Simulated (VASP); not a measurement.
Wanted: the native input for a VASP 6.6.1 run.

```yaml
Task: single point
Functional: PBE
Potentials_or_basis: VASP PAW PBE potentials, release 64 (Sn_d, Se)
Cutoff: 520 eV
k_mesh: 12 × 12 × 12
Occupations: gaussian, width 0.15 eV
Spin: no spin polarisation
Dipole_correction: no
Further_INCAR_settings: ALGO = Normal; EDIFF = 1e-06; NBANDS = 32
```

The structure of Sn3Se lies in POSCAR:

```
Sn3Se
1.0
    0.0000000000      3.7279542406      3.7279542406
    3.7279542406      0.0000000000      3.7279542406
    3.7279542406      3.7279542406      0.0000000000
Sn Se
3 1
Direct
    0.2500000000      0.2500000000      0.2500000000
    0.7500000000      0.7500000000      0.7500000000
    0.5000000000      0.5000000000      0.5000000000
    0.0301774090     -0.0301774090     -0.0301774090
```

This cell differs from its parent crystal: atom 4 (Se) moved -0.225 Å along Cartesian [1 0 0].

The input as run:

INCAR

```
SYSTEM = Sn3Se
PREC     = Accurate       ! precision mode
ENCUT    = 520            ! plane-wave cutoff, eV
EDIFF    = 1E-6           ! SCF threshold, eV
ISMEAR   = 0              ! smearing method
SIGMA    = 0.15           ! smearing width, eV
LREAL    = .False.        ! projectors in reciprocal space
LASPH    = .True.         ! aspherical terms in the spheres
NELM     = 60             ! most SCF steps
ALGO     = Normal         ! electronic algorithm
ISIF     = 2              ! what is computed and relaxed
LWAVE    = .False.        ! write WAVECAR
LCHARG   = .False.        ! write CHGCAR
GGA      = PE             ! functional
NBANDS   = 32             ! bands
```

KPOINTS

```
regular mesh
0
Gamma
  12 12 12
  0 0 0
```

Potentials or basis: VASP PAW PBE potentials, release 64 (Sn_d, Se).

Command:

```sh
$ cat potpaw_PBE.64/Sn_d/POTCAR potpaw_PBE.64/Se/POTCAR > POTCAR
$ mpirun -np 1 vasp_std > vasp.out
```

It gave:

```json
{
 "Pressure": "0.5 GPa",
 "Largest force": "0.265 eV/Å",
 "Band gap on the k mesh": "zero (band 24 reaches 8.11 eV, above the bottom of band 25 at 6.09 eV)"
}
```

Caveat: the cell differs from its parent crystal (atom 4 (Se) moved -0.225 Å along Cartesian [1 0 0]); spin-orbit coupling is left out, which moves the levels of the heavy elements.

It took 7.6 min on 1 thread of Intel Xeon 6975P-C (shared host), peak memory 0.56 GiB.
